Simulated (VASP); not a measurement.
# TcBi2 (Fm-3m) in VASP: notebook

The runs below take TcBi2 through single point, relaxation of cell and atoms, with PBEsol.

All numbers are computed with VASP 6.6.1; they aren't measurements. Logs are shortened: lines on timing, memory, paths and dates and some standing lists are left out, and cuts for length are marked.

**1. The cell of the first run**

The structure is cubic, space group Fm-3m (No. 225). The conventional cell has a = 6.652 Å, b = 6.652 Å, c = 6.652 Å, α = 90.00°, β = 90.00°, γ = 90.00°. Within 3.8 Å of Tc (site symmetry m-3m) lie 8 Bi at 2.88 Å. Within 3.8 Å of Bi (site symmetry -43m) lie 4 Tc at 2.88 Å and 6 Bi at 3.33 Å.

**2. Single point, PBEsol**

INCAR

```
ALGO = Normal
EDIFF = 1E-6
ENCUT = 500
GGA = PS
GGA_COMPAT = F
ISIF = 2
ISMEAR = -1
LASPH = T
LCHARG = T
LELF = T
LREAL = F
LVHAR = T
LWAVE = F
NBANDS = 28
NELM = 120
PREC = Accurate
SIGMA = 0.1
```

KPOINTS

```
k-points
0
Gamma
  5 5 5
```

POSCAR

```
TcBi2
1.0
    0.0000000000      3.3258722253      3.3258722253
    3.3258722253      0.0000000000      3.3258722253
    3.3258722253      3.3258722253      0.0000000000
Tc Bi
1 2
Direct
    0.0000000000      0.0000000000      0.0000000000
    0.2500000000      0.2500000000      0.2500000000
    0.7500000000      0.7500000000      0.7500000000
```

Potentials or basis: VASP PAW PBE potentials, release 64 (Tc_pv, Bi_d).

On the command line:

```sh
$ cat potpaw_PBE.64/Tc_pv/POTCAR potpaw_PBE.64/Bi_d/POTCAR > POTCAR
$ mpirun -np 1 vasp_std > vasp.out
```

OUTCAR:

```text
EDIFF = 1E-6
   ENCUT = 500
   GGA = PS
   ISIF = 2
   ISMEAR = -1
   LASPH = T
   LREAL = F
   NELM = 120
   PREC = Accurate

 ion  position               nearest neighbor table
   1  0.000  0.000  0.000-   2 2.88   3 2.88   3 2.88   3 2.88   3 2.88   2 2.88   2 2.88   2 2.88

   2  0.250  0.250  0.250-   1 2.88   1 2.88   1 2.88   1 2.88   3 3.33   3 3.33   3 3.33   3 3.33
                             3 3.33   3 3.33
   3  0.750  0.750  0.750-   1 2.88   1 2.88   1 2.88   1 2.88   2 3.33   2 3.33   2 3.33   2 3.33
                             2 3.33   2 3.33

  LATTYP: Found a face centered cubic cell.
 ALAT       =     6.6517444506

  Lattice vectors:

 A1 = (   0.0000000000,   3.3258722253,   3.3258722253)
 A2 = (   3.3258722253,   0.0000000000,   3.3258722253)
 A3 = (   3.3258722253,   3.3258722253,   0.0000000000)

Analysis of symmetry for initial positions (statically):
=====================================================================
 Subroutine PRICEL returns:
 Original cell was already a primitive cell.

 Routine SETGRP: Setting up the symmetry group for a
 face centered cubic supercell.

 Subroutine GETGRP returns: Found 48 space group operations
 (whereof 48 operations were pure point group operations)
 out of a pool of 48 trial point group operations.

The static configuration has the point symmetry O_h .

Analysis of symmetry for dynamics (positions and initial velocities):
=====================================================================
 Subroutine PRICEL returns:
 Original cell was already a primitive cell.

 Routine SETGRP: Setting up the symmetry group for a
 face centered cubic supercell.

 Subroutine GETGRP returns: Found 48 space group operations
 (whereof 48 operations were pure point group operations)
 out of a pool of 48 trial point group operations.

The dynamic configuration has the point symmetry O_h .

 Subroutine INISYM returns: Found 48 space group operations
 (whereof 48 operations are pure point group operations),
 and found     1 'primitive' translations

----------------------------------------------------------------------------------------

                                     Primitive cell

  volume of cell :      73.5778

[... 69 lines left out ...]
   ISPIN  =      1    spin polarized calculation?
   LNONCOLLINEAR =      F non collinear calculations
   LSORBIT =      F    spin-orbit coupling
   LASPH  =      T    aspherical Exc in radial PAW
   ENCUT  =  500.0 eV  36.75 Ry    6.06 a.u.   8.58  8.58  8.58*2*pi/ulx,y,z
   NELM   =    120;   NELMIN=  2; NELMDL= -5     # of ELM steps
   EDIFF  = 0.1E-05   stopping-criterion for ELM
   LREAL  =      F    real-space projection
   EDIFFG = 0.1E-04   stopping-criterion for IOM
   NSW    =      0    number of steps for IOM
   IBRION =     -1    ionic relax: 0-MD 1-quasi-New 2-CG
   NFREE  =      0    steps in history (QN), initial steepest desc. (CG)
   ISIF   =      2    stress and relaxation
   ISYM   =      2    0-nonsym 1-usesym 2-fastsym
   POTIM  = 0.5000    time-step for ionic-motion
   TEBEG  =    0.0;   TEEND  =   0.0 temperature during run
   PSTRESS=    0.0 pullay stress
   NELECT =      43.0000    total number of electrons
   NUPDOWN=      -1.0000    fix difference up-down
   EMIN   =  10.00;   EMAX   =-10.00  energy-range for DOS
   EFERMI =   0.00;   METHOD = LEGACY
   ISMEAR =    -1;   SIGMA  =   0.10  broadening in eV -4-tet -1-fermi 0-gaus
   EFERMI_NEDOS =   21; number of points for ismear=-14 and -15
   IALGO  =     38    algorithm
   IMIX   =      4    mixing-type and parameters
     AMIX     =   0.40;   BMIX     =  1.00
     AMIX_MAG =   1.60;   BMIX_MAG =  1.00
  volume/ion in A,a.u.               =      24.53       165.51
  Fermi-wavevector in a.u.,A,eV,Ry     =   1.368723  2.586511 25.489174  1.873401
  Thomas-Fermi vector in A             =   2.494661
   LORBIT       =      0    0 simple, 1 ext, 2 COOP (PROOUT), +10 PAW based schemes
   GGA     = PS    functional components
   LHFCALC =     F    Hartree Fock is set to
   AEXX    =    0.0000 exact exchange contribution
   IVDW    =     0    specifies the selected vdW correction
   LEPSILON=     F    determine dielectric tensor
   LRPA    =     F    only Hartree local field effects (RPA)
 non-spin polarized calculation
  energy-cutoff  :      500.00
  volume of cell :       73.58
 maximum number of plane-waves:      1893
 NGX is ok and might be reduce to    36
   NGX = 17   NGY = 17   NGZ = 17

 number of electron      43.0000010 magnetization

 Free energy of the ion-electron system (eV)
  ---------------------------------------------------
  ext. energy  EPLUGINS =         0.00000000
  ---------------------------------------------------
  free energy    TOTEN  =       -18.46532141 eV

  energy without entropy =      -18.35668605  energy(sigma->0) =      -18.41100373

 E-fermi :   8.7623     XC(G=0): -11.1878

 val. band max:        8.7362356351   @ k =  -0.4000   0.2000   0.0000
 cond. band min:       8.7742446203   @ k =   0.2000   0.0000   0.0000
 fundamental gap:      0.0380089853
 Fermi energy:         8.7622523442

 k-point     1 :       0.0000    0.0000    0.0000
  band No.  band energies     occupation
      1     -29.2453      2.00000
      2     -29.2453      2.00000
      3     -29.2453      2.00000
      4     -13.8922      2.00000
      5     -13.8922      2.00000
      6     -13.7707      2.00000
[... 299 lines left out ...]
     27      14.8624      0.00000
     28      15.6395      0.00000

------------------------ aborting loop because EDIFF is reached ----------------------------------------

  FORCE on cell =-STRESS in cart. coord.  units (eV):
  Direction    XX          YY          ZZ          XY          YZ          ZX
  --------------------------------------------------------------------------------------
  -------------------------------------------------------------------------------------
  Total       -0.0375233     -0.0375233     -0.0375233      0.0000000     -0.0000000      0.0000000
  in kB       -0.8170815     -0.8170815     -0.8170815      0.0000000     -0.0000000      0.0000000
  external PRESSURE =      -0.8170815 kB  Pullay stress =       0.0000000 kB

 VOLUME and BASIS-vectors are now :
 -----------------------------------------------------------------------------
  energy-cutoff  :      500.00
  volume of cell :       73.58
      direct lattice vectors                 reciprocal lattice vectors
     0.000000000  3.325872225  3.325872225    -0.150336503  0.150336503  0.150336503
     3.325872225  0.000000000  3.325872225     0.150336503 -0.150336503  0.150336503
     3.325872225  3.325872225  0.000000000     0.150336503  0.150336503 -0.150336503

 POSITION                                       TOTAL-FORCE (eV/Angst)
 -----------------------------------------------------------------------------------
      0.00000      0.00000      0.00000         0.000000      0.000000      0.000000
      1.66294      1.66294      1.66294        -0.000000     -0.000000     -0.000000
      4.98881      4.98881      4.98881        -0.000000      0.000000     -0.000000
 -----------------------------------------------------------------------------------
    total drift:                                0.000000      0.000000      0.000000

  FREE ENERGIE OF THE ION-ELECTRON SYSTEM (eV)
  ---------------------------------------------------
  free  energy   TOTEN  =       -18.4653214143 eV

  energy  without entropy=      -18.3566860470  energy(sigma->0) =      -18.41100373
```

OSZICAR:

```text
N       E                     dE             d eps       ncg     rms          rms(c)
DAV:   1     0.541392362681E+03    0.54139E+03   -0.22381E+04   564   0.186E+03
DAV:   2     0.260098905641E+02   -0.51538E+03   -0.50516E+03   580   0.522E+02
DAV:   3    -0.170071358572E+02   -0.43017E+02   -0.41902E+02   656   0.168E+02
DAV:   4    -0.186968019108E+02   -0.16897E+01   -0.16797E+01   660   0.343E+01
DAV:   5    -0.187688713511E+02   -0.72069E-01   -0.72051E-01   776   0.680E+00    0.106E+01
DAV:   6    -0.185603265326E+02    0.20854E+00   -0.53214E-01   608   0.554E+00    0.450E+00
DAV:   7    -0.185264183603E+02    0.33908E-01   -0.66826E-01   680   0.389E+00    0.327E+00
DAV:   8    -0.184656455696E+02    0.60773E-01   -0.29690E-01   580   0.265E+00    0.273E-01
DAV:   9    -0.184653318066E+02    0.31376E-03   -0.10978E-02   652   0.942E-01    0.126E-01
DAV:  10    -0.184652770445E+02    0.54762E-04   -0.88776E-04   676   0.240E-01    0.285E-02
DAV:  11    -0.184653192659E+02   -0.42221E-04   -0.72467E-05   704   0.503E-02    0.770E-03
DAV:  12    -0.184653217871E+02   -0.25212E-05   -0.67589E-06   612   0.161E-02    0.306E-03
DAV:  13    -0.184653214143E+02    0.37279E-06   -0.12090E-06   456   0.555E-03
   1 F= -.18465321E+02 E0= -.18411004E+02  d E =-.108635E+00
```

stdout:

```text
POSCAR found type information on POSCAR TcBi
 POSCAR found :  2 types and       3 ions
 scaLAPACK will be used
 -----------------------------------------------------------------------------
|                                                                             |
|                                                                             |
|     You enforced a specific xc type in the INCAR file but a different       |
|     I HOPE YOU KNOW WHAT YOU ARE DOING!                                     |
|                                                                             |
 -----------------------------------------------------------------------------

 LDA part: xc-table for (Slater+PW92), standard interpolation
 POSCAR, INCAR and KPOINTS ok, starting setup
 FFT: planning ... GRIDC
 FFT: planning ... GRID_SOFT
 FFT: planning ... GRID
 WAVECAR not read
 entering main loop
```

Wall time 29 s (1 thread of AMD EPYC 7R43 (Zen 3), shared host); peak memory 0.17 GiB.

What came out:

- Free energy: -18.4653 eV
- Pressure: -0.1 GPa
- Band gap on the k mesh: zero (an odd number of electrons rules out a gap without spin polarisation)

Levels at points of the mesh, in eV from the Fermi level:
```tsv
k point	band 17	band 18	band 19	band 20	band 21	band 22	band 23	band 24	band 25	band 26
(0.00, 0.00, 0.00)	-3.89	-3.89	-0.71	-0.71	2.28	2.28	2.28	3.41	3.41	3.41
```

Caveat: the PAW data sets were made with another functional, which shifts forces and pressure a little; spin-orbit coupling is left out, which moves the levels of the heavy elements.

**3. Relaxation of cell and atoms, PBEsol**

This run uses another cell than the first one, of 24.18 Å³/atom.

INCAR

```
PREC     = Accurate       # precision mode
ENCUT    = 500            # plane-wave cutoff, eV
EDIFF    = 1E-7           # SCF threshold, eV
ISMEAR   = -1             # smearing method
SIGMA    = 0.1            # smearing width, eV
LREAL    = F              # projectors in reciprocal space
LASPH    = T              # aspherical terms in the spheres
NELM     = 120            # most SCF steps
ALGO     = Normal         # electronic algorithm
ISIF     = 3              # what is computed and relaxed
LWAVE    = F              # write WAVECAR
LCHARG   = F              # write CHGCAR
GGA      = PS             # functional
IBRION   = 2              # ionic algorithm
NSW      = 50             # ionic steps
EDIFFG   = -0.02          # ionic threshold
GGA_COMPAT= F            
NELMIN   = 4
```

KPOINTS

```
regular mesh
0
Gamma
  5 5 5
```

POSCAR

```
TcBi2
1.0
    0.0000000000      3.3100000000      3.3100000000
    3.3100000000      0.0000000000      3.3100000000
    3.3100000000      3.3100000000      0.0000000000
Tc Bi
1 2
Direct
    0.0000000000      0.0000000000      0.0000000000
    0.2500000000      0.2500000000      0.2500000000
    0.7500000000      0.7500000000      0.7500000000
```

Potentials or basis: VASP PAW PBE potentials, release 64 (Tc_pv, Bi_d).

On the command line:

```sh
$ cat potpaw_PBE.64/Tc_pv/POTCAR potpaw_PBE.64/Bi_d/POTCAR > POTCAR
$ mpirun -np 1 vasp_std > vasp.out
```

Wall time 66 s (1 thread of AMD EPYC 7R43 (Zen 3), shared host); peak memory 0.18 GiB.

The run converged. Its results:

```yaml
Free_energy: -18.4645 eV
Relaxed_volume: 24.50 Å³/atom
Relaxed_cell: a = 4.702 Å, b = 4.702 Å, c = 4.702 Å, α = 60.00°, β = 60.00°, γ = 60.00°
Space_group_after_relaxing_to_0.1_Å: Fm-3m (No. 225)
Energy_gained_by_relaxing: 1.4 meV/atom
Ionic_steps: 3
Pressure_after_relaxing: 0.0 GPa
Band_gap_on_the_k_mesh: zero (an odd number of electrons rules out a gap without spin polarisation)
```

The path:
```
step  energy change (eV)  largest force (eV/Å)  pressure (GPa)  volume (Å³)
   1              0.0000                0.0000            1.40        72.53
   2              0.0023                0.0000           -1.63        74.77
   3             -0.0042                0.0000            0.00        73.51
```

Final structure:
```cif
data_structure
_symmetry_space_group_name_H-M 'P 1'
_symmetry_Int_Tables_number 1
_cell_length_a 4.7021
_cell_length_b 4.7021
_cell_length_c 4.7021
_cell_angle_alpha 60.000
_cell_angle_beta 60.000
_cell_angle_gamma 60.000
_cell_volume 73.51
loop_
_atom_site_label
_atom_site_type_symbol
_atom_site_fract_x
_atom_site_fract_y
_atom_site_fract_z
_atom_site_occupancy
Tc1 Tc 0.00000 0.00000 0.00000 1
Bi1 Bi 0.25000 0.25000 0.25000 1
Bi2 Bi 0.75000 0.75000 0.75000 1
```

Levels at points of the mesh, in eV from the Fermi level:
```tsv
k point	band 18	band 19	band 20	band 21	band 22	band 23	band 24	band 25
(0.00, 0.00, 0.00)	-3.90	-0.71	-0.71	2.28	2.28	2.28	3.42	3.42
```

Caveat: the PAW data sets were made with another functional, which shifts forces and pressure a little; spin-orbit coupling is left out, which moves the levels of the heavy elements.

The gap in the log of VASP goes by the Fermi energy; the results here count the filled bands.